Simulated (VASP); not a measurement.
A run of VASP 6.6.1:

File INCAR:

```
PREC     = Accurate       # precision mode
ENCUT    = 520            # plane-wave cutoff, eV
EDIFF    = 1E-7           # SCF threshold, eV
ISMEAR   = 0              # smearing method
SIGMA    = 0.15           # smearing width, eV
LREAL    = False          # projectors in reciprocal space
LASPH    = True           # aspherical terms in the spheres
NELM     = 80             # most SCF steps
ALGO     = Fast           # electronic algorithm
ISIF     = 2              # what is computed and relaxed
LWAVE    = False          # write WAVECAR
LCHARG   = True           # write CHGCAR
GGA      = PE             # functional
LELF     = True           # ELF
LVHAR    = True         
NBANDS   = 13             # bands
```

The input KPOINTS:

```
Automatic mesh
0
Gamma
  22 22 22
```

Contents of POSCAR:

```
Ru
1.0
    0.0000000000      2.0927331091      1.5366939220
    2.0927331091      0.0000000000      1.5366939220
    2.0927331091      2.0927331091      0.0000000000
Ru
1
Direct
    0.0000000000      0.0000000000      0.0000000000
```

Potentials or basis: VASP PAW PBE potentials, release 64 (Ru_pv).

Command:

```console
$ cat potpaw_PBE.64/Ru_pv/POTCAR > POTCAR
$ mpirun -np 1 vasp_std > vasp.out
```

Hardware: 1 thread of AMD EPYC 7R43 64-Core Processor (Zen 3), on a shared host.

Task: Estimate the wall time of this run.

Result: Run time: 3.3 min on 1 thread of AMD EPYC 7R43 64-Core Processor (Zen 3), on a shared host, peak memory 0.2 GiB. Counts: scf iterations 15, k points 834.
